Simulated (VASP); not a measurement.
# Ge: elastic constants with PBEsol

The system is Ge.

```
Ge
1.0
     0.00000    2.78837    2.78837
     2.78837    0.00000    2.78837
     2.78837    2.78837    0.00000
Ge
2
Direct
  0.50000 0.50000 0.50000
  0.75000 0.75000 0.75000
```

```yaml
Program: VASP 6.6.1
Task: elastic constants
Functional: PBEsol
Potentials_or_basis: VASP PAW PBE potentials, release 64 (Ge_d)
Cutoff: 600 eV
k_mesh: 14 × 14 × 14
Occupations: fermi-dirac, width 0.05 eV
Spin: no spin polarisation
Dipole_correction: no
Ions_in_elastic_constants: relaxed
Further_INCAR_settings: ALGO = Normal; EDIFF = 1e-08; NBANDS = 21; IBRION = 6; POTIM = 0.015; NSW = 1; ISIF = 3
```

```
Elastic constants C11, C12, C44 : 131, 57, 64 GPa
Voigt bulk modulus              : 82 GPa
Highest phonon frequency at Γ   : 304 cm⁻¹
```

Phonon frequencies in cm⁻¹ (negative: imaginary):
```tsv
q point	frequencies
(0.000, 0.000, 0.000)	0 0 0 304 304 304
```

Elastic tensor in Voigt notation (GPa, in the Cartesian axes of the cell as first typed):
```
131  57  57   0   0   0
 57 131  57   0   0   0
 57  57 131   0   0   0
  0   0   0  64   0   0
  0   0   0   0  64   0
  0   0   0   0   0  64
```

Clamped-ion elastic tensor (GPa):
```
131  57  57   0   0   0
 57 131  57   0   0   0
 57  57 131   0   0   0
  0   0   0  96   0   0
  0   0   0   0  96   0
  0   0   0   0   0  96
```

Wall time 2 h on 1 thread of Oxide Virtual Turin-like Processor (shared host), peak memory 1.1 GiB.

Caveat: the cell is under stress, which shifts elastic constants; the PAW data sets were made with another functional, which shifts forces and pressure a little.
